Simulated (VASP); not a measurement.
Write the native input for VASP 6.6.1 that does the following.

```
Task                   : relaxation of cell and atoms
Functional             : LDA
Potentials or basis    : VASP PAW LDA potentials, release 64 (Ga_d, As)
Cutoff                 : 600 eV
k mesh                 : 12 × 12 × 12
Occupations            : gaussian, width 0.1 eV
Spin                   : no spin polarisation
Dipole correction      : no
Further INCAR settings : ALGO = Normal; EDIFF = 1e-06; IBRION = 2; EDIFFG = -0.002; NSW = 100; ISIF = 3
```

The structure of GaAs (base) lies in POSCAR:

```
GaAs
1.0
    0.0000000000      2.8750910500      2.8750910500
    2.8750910500      0.0000000000      2.8750910500
    2.8750910500      2.8750910500      0.0000000000
Ga As
1 1
Direct
    0.0000000000      0.0000000000      0.0000000000
    0.7500000000      0.7500000000      0.7500000000
```

One way to write it, as run:

INCAR

```
SYSTEM = GaAs
ALGO = Normal ; EDIFF = 1E-6
EDIFFG = -0.002 ; ENCUT = 600
IBRION = 2 ; ISIF = 3
ISMEAR = 0 ; LASPH = .TRUE.
LCHARG = .FALSE. ; LREAL = .FALSE.
LWAVE = .FALSE. ; NELM = 80
NSW = 100 ; PREC = Accurate
SIGMA = 0.1
```

KPOINTS

```
k-points
0
G
  12 12 12
  0 0 0
```

Potentials or basis: VASP PAW LDA potentials, release 64 (Ga_d, As).

The run is started by

```console
$ cat potpaw_LDA.64/Ga_d/POTCAR potpaw_LDA.64/As/POTCAR > POTCAR
$ mpirun -np 1 vasp_std > vasp.out
```

Results of the run:

| Quantity | Value |
| --- | --- |
| Relaxed volume | 22.09 Å³/atom |
| Relaxed cell | a = 3.968 Å, b = 3.968 Å, c = 3.968 Å, α = 60.00°, β = 60.00°, γ = 60.00° |
| Space group after relaxing (to 0.05 Å) | F-43m (No. 216) |
| Energy gained by relaxing | 25.9 meV/atom |
| Ionic steps | 20 |
| Pressure after relaxing | 0.0 GPa |
| Band gap on the k mesh | 0.50 eV, direct |

It took 120 s on 1 thread of Intel(R) Xeon(R) 6975P-C (Granite Rapids) (shared host), peak memory 0.2 GiB.
